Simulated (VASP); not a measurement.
Set up this calculation in VASP 6.6.1, as the native input.

- Task: single point
- Functional: PBEsol
- Potentials or basis: VASP PAW PBE potentials, release 64 (Sn_d)
- Cutoff: 520 eV
- k mesh: 14 × 14 × 14
- Occupations: fermi-dirac, width 0.1 eV
- Spin: no spin polarisation
- Dipole correction: no
- Further INCAR settings: ALGO = Normal; EDIFF = 1e-06; NBANDS = 13

The structure of Sn lies in POSCAR:

```
Sn
1.0
    2.2348668008      0.0000000000      0.0000000000
    0.0000000000      2.2348668008      0.0000000000
    0.0000000000      0.0000000000      2.2348668008
Sn
1
Direct
    0.0000000000      0.0000000000      0.0000000000
```

This cell differs from its parent crystal: volume scaled by 0.4.

These files were run (other wordings do the same):

INCAR

```
SYSTEM = Sn
ALGO = Normal
EDIFF = 1E-6
ENCUT = 520
GGA = PS
ISIF = 2
ISMEAR = -1
LASPH = .TRUE.
LCHARG = .FALSE.
LREAL = .FALSE.
LWAVE = .FALSE.
NBANDS = 13
NELM = 100
PREC = Accurate
SIGMA = 0.1
```

KPOINTS

```
k-points
0
G
  14 14 14
  0 0 0
```

Potentials or basis: VASP PAW PBE potentials, release 64 (Sn_d).

Launch:

```bash
$ cat potpaw_PBE.64/Sn_d/POTCAR > POTCAR
$ mpirun -np 1 vasp_std > vasp.out
```

It gave:

```json
{
 "Pressure": "446.0 GPa",
 "Band gap on the k mesh": "zero (band 7 reaches 33.67 eV, above the bottom of band 8 at 24.93 eV)"
}
```

Caveat: the PAW data sets were made with another functional, which shifts forces and pressure a little; spin-orbit coupling is left out, which moves the levels of the heavy elements.

Wall time 10 s on 1 thread of Intel(R) Xeon(R) Platinum 8488C (Sapphire Rapids), on a shared host, peak memory 0.13 GiB.
